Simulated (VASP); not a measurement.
Wanted: the native input for a VASP 6.6.1 run.

```yaml
Task: single point
Functional: PBE
Dispersion: D3(BJ)
Potentials_or_basis: VASP PAW PBE potentials, release 64 (Mo_sv, S)
Cutoff: 500 eV
k_mesh: 7 × 7 × 1
Occupations: fermi-dirac, width 0.05 eV
Spin: no spin polarisation
Dipole_correction: no
Further_INCAR_settings: ALGO = Normal; EDIFF = 1e-06; NBANDS = 64
```

The structure of MoS2 lies in POSCAR:

```
MoS2
1.0
    3.1490531637      0.0000000000      0.0000000000
   -1.5745265818      2.7271600377      0.0000000000
    0.0000000000      0.0000000000     24.1742626337
Mo S
4 8
Direct
    0.3333333333      0.6666666667      0.1250839618
    0.3333333333      0.6666666667      0.6249396321
    0.6666666667      0.3333333333      0.3750603679
    0.6666666667      0.3333333333      0.8749160382
    0.6666666667      0.3333333333      0.0603229093
    0.6666666667      0.3333333333      0.5601638016
    0.3333333333      0.6666666667      0.3102829092
    0.3333333333      0.6666666667      0.8101486325
    0.6666666667      0.3333333333      0.1898513675
    0.6666666667      0.3333333333      0.6897170908
    0.3333333333      0.6666666667      0.4398361984
    0.3333333333      0.6666666667      0.9396770907
```

These files were run (other wordings do the same):

INCAR

```
  PREC = Accurate
  ENCUT = 500
  EDIFF = 1E-6
  ISMEAR = -1
  SIGMA = 0.05
  LREAL = F
  LASPH = T
  NELM = 120
  ALGO = Normal
  ISIF = 2
  LWAVE = F
  LCHARG = F
  GGA = PE
  IVDW = 12
  NBANDS = 64
  GGA_COMPAT = F
```

KPOINTS

```
Automatic mesh
0
Gamma
  7 7 1
```

Potentials or basis: VASP PAW PBE potentials, release 64 (Mo_sv, S).

Command:

```sh
$ cat potpaw_PBE.64/Mo_sv/POTCAR potpaw_PBE.64/S/POTCAR > POTCAR
$ mpirun -np 1 vasp_std > vasp.out
```

Results of the run:

The pressure is -0.1 GPa, the largest force is 0.016 eV/Å and the band gap on the k mesh is 0.92 eV. The dispersion energy per atom is -0.438 eV.

Wall time 2 min on 1 thread of Intel Xeon 6975P-C (shared host), peak memory 0.35 GiB.
